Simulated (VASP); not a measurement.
# Al (Im-3m) in VASP: notebook, part 2 of 2

VASP 6.6.1. Earlier steps stand in the parts before.

## (3) Single point, LDA

POSCAR

```
Al
1.0
   -1.6175318002      1.6175318002      1.6175318002
    1.6175318002     -1.6175318002      1.6175318002
    1.6175318002      1.6175318002     -1.6175318002
Al
1
Direct
    0.0000000000      0.0000000000      0.0000000000
```

INCAR.step1

```
SYSTEM = Al
PREC = Accurate
ENCUT = 520
EDIFF = 1E-6
ISMEAR = 0
SIGMA = 0.1
LREAL = .FALSE.
LASPH = .TRUE.
NELM = 100
ALGO = Fast
ISIF = 2
LWAVE = .FALSE.
LCHARG = .TRUE.
GGA = CA
NBANDS = 8
```

KPOINTS.step1

```
regular mesh
0
G
  24 24 24
  0 0 0
```

INCAR.step2

```
SYSTEM = Al
PREC = Accurate
ENCUT = 520
EDIFF = 1E-6
ISMEAR = -5
SIGMA = 0.1
LREAL = .FALSE.
LASPH = .TRUE.
NELM = 100
ALGO = Fast
ISIF = 2
LWAVE = .FALSE.
LCHARG = .FALSE.
GGA = CA
LORBIT = 11
NBANDS = 8
NEDOS = 1001
ICHARG = 11
```

KPOINTS.step2

```
regular mesh
0
G
  36 36 36
  0 0 0
```

Potentials or basis: VASP PAW LDA potentials, release 64 (Al).

Command:

```console
$ cat potpaw_LDA.64/Al/POTCAR > POTCAR
$ cp INCAR.step1 INCAR
$ cp KPOINTS.step1 KPOINTS
$ mpirun -np 1 vasp_std > vasp.out
$ cp INCAR.step2 INCAR
$ cp KPOINTS.step2 KPOINTS
$ mpirun -np 1 vasp_std > vasp.out
```

Run time: 3 min. Hardware: 1 thread of Intel Xeon 8259CL, shared host; peak memory 0.32 GiB.

The run converged. Its results:

```
Valence electrons inside the program's atomic spheres : Al 0.79
```

Levels at points of the mesh, in eV from the Fermi level:
```tsv
k point	band 1	band 2	band 3	band 4
(0.00, 0.00, 0.00)	-10.92	13.04	13.04	13.04
(0.50, 0.00, 0.00)	-4.18	-3.85	7.85	8.22
(0.50, 0.50, 0.50)	1.80	1.80	1.80	3.10
```

## (4) Vibrations by perturbation theory, PBE

INCAR

```
  ALGO = Normal
  EDIFF = 1E-8
  ENCUT = 520
  GGA = PE
  IBRION = 8
  ISIF = 2
  ISMEAR = -1
  LASPH = True
  LCHARG = False
  LREAL = False
  LWAVE = False
  NELM = 60
  NSW = 1
  PREC = Accurate
  SIGMA = 0.15
```

KPOINTS

```
k-points
0
Gamma
  24 24 24
```

POSCAR

```
Al
1.0
   -1.6180522732      1.6180522732      1.6180522732
    1.6180522732     -1.6180522732      1.6180522732
    1.6180522732      1.6180522732     -1.6180522732
Al
1
Direct
    0.0000000000      0.0000000000      0.0000000000
```

Potentials or basis: VASP PAW PBE potentials, release 64 (Al).

Command:

```console
$ cat potpaw_PBE.64/Al/POTCAR > POTCAR
$ mpirun -np 1 vasp_std > vasp.out
```

OUTCAR:

```text
EDIFF = 1E-8
   ENCUT = 520
   GGA = PE
   IBRION = 8
   ISIF = 2
   ISMEAR = -1
   LASPH = True
   LREAL = False
   NELM = 60
   NSW = 1
   PREC = Accurate

 ion  position               nearest neighbor table
   1  0.000  0.000  0.000-

  LATTYP: Found a body centered cubic cell.
 ALAT       =     3.2361045464

  Lattice vectors:

 A1 = (  -1.6180522732,   1.6180522732,   1.6180522732)
 A2 = (   1.6180522732,  -1.6180522732,   1.6180522732)
 A3 = (   1.6180522732,   1.6180522732,  -1.6180522732)

Analysis of symmetry for initial positions (statically):
=====================================================================
 Subroutine PRICEL returns:
 Original cell was already a primitive cell.

 Routine SETGRP: Setting up the symmetry group for a
 body centered cubic supercell.

 Subroutine GETGRP returns: Found 48 space group operations
 (whereof 48 operations were pure point group operations)
 out of a pool of 48 trial point group operations.

The static configuration has the point symmetry O_h .

[... 400 lines left out ...]

  energy without entropy =       -0.00260106

------------------------ aborting loop because EDIFF is reached ----------------------------------------

 INTERNAL STRAIN TENSOR  FOR ION    1  DIRECTION 1   (eV/Angst):
 -----------------------------------------------------------------------------
    -0.00241 -0.00000  0.00000
     0.00000  0.00409  0.00000
    -0.00000  0.00000  0.00409

 INTERNAL STRAIN TENSOR FOR ION    1 for displacements in x,y,z  (eV/Angst):
          X           Y           Z          XY          YZ          ZX
  --------------------------------------------------------------------------------
  x     0.00000     0.00000     0.00000     0.00000     0.00000     0.00000
  y     0.00000     0.00000     0.00000     0.00000     0.00000     0.00000
  z     0.00000     0.00000     0.00000     0.00000     0.00000     0.00000

 SECOND DERIVATIVES (NOT SYMMETRIZED)
 ------------------------------------
               1X          1Y          1Z
  1X    -0.000323    0.000000    0.000000
  1Y     0.000000   -0.000323    0.000000
  1Z     0.000000    0.000000   -0.000323

 Eigenvectors and eigenvalues of the dynamical matrix
 ----------------------------------------------------

   1 f  =    0.054111 THz     0.339988 2PiTHz    1.804943 cm-1     0.223784 meV
             X         Y         Z           dx          dy          dz
      0.000000  0.000000  0.000000     1.000000    0.000000    0.000000

   2 f  =    0.054111 THz     0.339988 2PiTHz    1.804943 cm-1     0.223784 meV
             X         Y         Z           dx          dy          dz
      0.000000  0.000000  0.000000     0.000000    1.000000    0.000000

   3 f  =    0.054111 THz     0.339988 2PiTHz    1.804943 cm-1     0.223784 meV
             X         Y         Z           dx          dy          dz
      0.000000  0.000000  0.000000     0.000000    0.000000    1.000000

--------------------------------------------------------------------------------------------------------

 ELASTIC MODULI CONTR FROM IONIC RELAXATION (kBar)
 Direction    XX          YY          ZZ          XY          YZ          ZX
 --------------------------------------------------------------------------------
 XX           0.0000      0.0000      0.0000      0.0000      0.0000      0.0000
 YY           0.0000      0.0000      0.0000      0.0000      0.0000      0.0000
 ZZ           0.0000      0.0000      0.0000      0.0000      0.0000      0.0000
 XY           0.0000      0.0000      0.0000      0.0000      0.0000      0.0000
 YZ           0.0000      0.0000      0.0000      0.0000      0.0000      0.0000
 ZX           0.0000      0.0000      0.0000      0.0000      0.0000      0.0000
 --------------------------------------------------------------------------------
```

OSZICAR:

```text
N       E                     dE             d eps       ncg     rms          rms(c)
DAV:   1    -0.154544551289E+01   -0.15454E+01   -0.84016E+02  4290   0.323E+02
DAV:   2    -0.367048430642E+01   -0.21250E+01   -0.19341E+01  5200   0.300E+01
DAV:   3    -0.368981101313E+01   -0.19327E-01   -0.19196E-01  5825   0.337E+00
[... 22 lines left out ...]
RMM:   5    -0.260084144492E-02   -0.89503E-07   -0.22334E-08 17533   0.160E-03    0.342E-04
RMM:   6    -0.260105564467E-02   -0.21420E-06   -0.20326E-09 17518   0.403E-04    0.398E-05
RMM:   7    -0.260102714330E-02    0.28501E-07   -0.16523E-10 18215   0.495E-05    0.168E-05
RMM:   8    -0.260106266993E-02   -0.35527E-07   -0.16483E-10 18245   0.189E-05    0.156E-06
RMM:   9    -0.260106452919E-02   -0.18593E-08   -0.71275E-11 16318   0.981E-06    0.946E-07
 Linear response finished
```

stdout:

```text
POSCAR found type information on POSCAR Al
 POSCAR found :  1 types and       1 ions
 scaLAPACK will be used
 LDA part: xc-table for (Slater+PW92), standard interpolation
 POSCAR, INCAR and KPOINTS ok, starting setup
 FFT: planning ... GRIDC
 FFT: planning ... GRID_SOFT
 FFT: planning ... GRID
 WAVECAR not read
 entering main loop
 Linear response reoptimize wavefunctions to high precision
 Linear response DOF=           1
 Linear response progress:
 first order change of Fermi-energy   0.30319E-04
 force on displaced ion       1 direction 1 :  -0.000   0.000   0.000
 Linear response finished
```

Wall time 2.1 min (1 thread of Intel Xeon 8259CL, shared host); peak memory 0.31 GiB.
